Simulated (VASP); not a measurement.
This VASP 6.6.1 run on Mg needs a look.

POSCAR

```
Mg
1.0
    0.0000000000      2.2442560000      2.2442560000
    2.2442560000      0.0000000000      2.2442560000
    2.2442560000      2.2442560000      0.0000000000
Mg
1
Direct
    0.0000000000      0.0000000000      0.0000000000
```

File INCAR.step1:

```
SYSTEM = Mg
GGA = AM ; ISMEAR = 1
SIGMA = 0.1 ; LWAVE = .False.
LCHARG = .True. ; NBANDS = 15
PREC = Accurate ; LASPH = .True.
LREAL = .False. ; ALGO = Normal
EDIFF = 1E-6 ; NELM = 120
GGA_COMPAT = .False. ; ENCUT = 230
```

Contents of KPOINTS.step1:

```
k-points
0
Gamma
  12 12 12
```

The input INCAR.step2:

```
SYSTEM = Mg
GGA = AM ; ISMEAR = -5
LWAVE = .False. ; LCHARG = .False.
NBANDS = 15 ; PREC = Accurate
LASPH = .True. ; LREAL = .False.
ALGO = Normal ; EDIFF = 1E-6
NELM = 95 ; GGA_COMPAT = .False.
ENCUT = 230 ; NEDOS = 2001
LORBIT = 11 ; EMIN = -14.3661
EMAX = 10.6339 ; ICHARG = 11
```

The input KPOINTS.step2:

```
Automatic mesh
0
Gamma
  1 1 1
  0 0 0
```

Potentials or basis: VASP PAW PBE potentials, release 64 (Mg).

Command:

```console
$ cat potpaw_PBE.64/Mg/POTCAR > POTCAR
$ cp INCAR.step1 INCAR
$ cp KPOINTS.step1 KPOINTS
$ mpirun -np 1 vasp_std > vasp.out
$ cp INCAR.step2 INCAR
$ cp KPOINTS.step2 KPOINTS
$ mpirun -np 1 vasp_std > vasp.out
```

OUTCAR:

```text
SYSTEM = Mg
   GGA = AM
   ISMEAR = -5
   PREC = Accurate
   LASPH = .True.
   LREAL = .False.
   EDIFF = 1E-6
   NELM = 95
   ENCUT = 230
   LORBIT = 11
   EMIN = -14.3661
   ICHARG = 11

|       ---->  I REFUSE TO CONTINUE WITH THIS SICK JOB ... BYE!!! <----       |
|                                                                             |
 -----------------------------------------------------------------------------
```

On the terminal:

```text
POSCAR found type information on POSCAR Mg
 POSCAR found :  1 types and       1 ions
[... 25 lines left out ...]

1
```

Problem. What happened, and what is wrong with the input?

Solution. The input was rejected before any iteration. The input holds a flaw that was put in on purpose: tetrahedra on too few k points (KPAR = left out; k = 1 × 1 × 1).
